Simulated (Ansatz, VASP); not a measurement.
**Si2Ni in VASP and in Ansatz**

```
Si Ni
1.0
     0.00000    2.72376    2.72376
     2.72376    0.00000    2.72376
     2.72376    2.72376    0.00000
Si Ni
2 1
Direct
  0.25000 0.25000 0.25000
  0.75000 0.75000 0.75000
  0.00000 0.00000 0.00000
```

Alike in both runs: functional PBE; k mesh 14 × 14 × 14; occupations gaussian, width 0.1 eV; no spin polarisation.

Ansatz relaxed the structure, and its values are those at the end. VASP's run is a single point on that final structure, the one shown.

```csv
,VASP,Ansatz
version,VASP 6.6.1,Ansatz 0.2.0
potentials or method,"VASP PAW PBE potentials, release 64 (Si, Ni), cutoff 520 eV","scalar-relativistic, plane waves, PAW"
valence electrons in the cell,18,26
```

|  | VASP | Ansatz | Ansatz less VASP |
| --- | --- | --- | --- |
| gap on the k mesh at the Fermi level (eV) | none | none | - |
| pressure (GPa) | -0.2 | 0.0 | +0.15 |

A gap of «none» marks a metal or a gap that the smearing closes. With one functional, cell and mesh, what is left measures potentials, basis and numerics. VASP's potentials hold 18 valence electrons a cell and Ansatz's 26, so a difference there can come from the potentials and not from the codes.
